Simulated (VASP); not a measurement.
Wanted: the native input for a VASP 6.6.1 run.

```yaml
Task: single point
Functional: PBE
Potentials_or_basis: VASP PAW PBE potentials, release 64 (Zn, Se, S)
Cutoff: 520 eV
k_mesh: 8 × 8 × 4
Occupations: gaussian, width 0.02 eV
Spin: no spin polarisation
Dipole_correction: no
Further_INCAR_settings: ALGO = Normal; EDIFF = 1e-07; NBANDS = 46
```

The structure of Zn4SeS3 lies in POSCAR:

```
Zn4SeS3
1.0
    3.9006319000      0.0000000000      0.0000000000
    0.0000000000      3.9006319000      0.0000000000
    0.0000000000      0.0000000000     11.0276118000
Zn Se S
4 1 3
Direct
    0.5000000000      0.0000000000      0.8785220000
    0.0000000000      0.5000000000      0.1214780000
    0.5000000000      0.0000000000      0.3648750000
    0.0000000000      0.5000000000      0.6351250000
    0.0000000000      0.0000000000      0.5000000000
    0.0000000000      0.0000000000      0.0000000000
    0.5000000000      0.5000000000      0.2431810000
    0.5000000000      0.5000000000      0.7568190000
```

The input as run:

INCAR

```
PREC = Accurate ; ENCUT = 520
EDIFF = 1E-7 ; ISMEAR = 0
SIGMA = 0.02 ; LREAL = False
LASPH = True ; NELM = 80
ALGO = Normal ; ISIF = 2
LWAVE = False ; LCHARG = False
GGA = PE ; NBANDS = 46
```

KPOINTS

```
regular mesh
0
Gamma
  8 8 4
```

Potentials or basis: VASP PAW PBE potentials, release 64 (Zn, Se, S).

The run is started by

```bash
$ cat potpaw_PBE.64/Zn/POTCAR potpaw_PBE.64/Se/POTCAR potpaw_PBE.64/S/POTCAR > POTCAR
$ mpirun -np 1 vasp_std > vasp.out
```

Results of the run:

- Pressure: 0.2 GPa
- Largest force: 0.006 eV/Å
- Band gap on the k mesh: 1.70 eV, direct

Wall time 11 min on 1 thread of Oxide Virtual Turin-like Processor, on a shared host, peak memory 0.4 GiB.
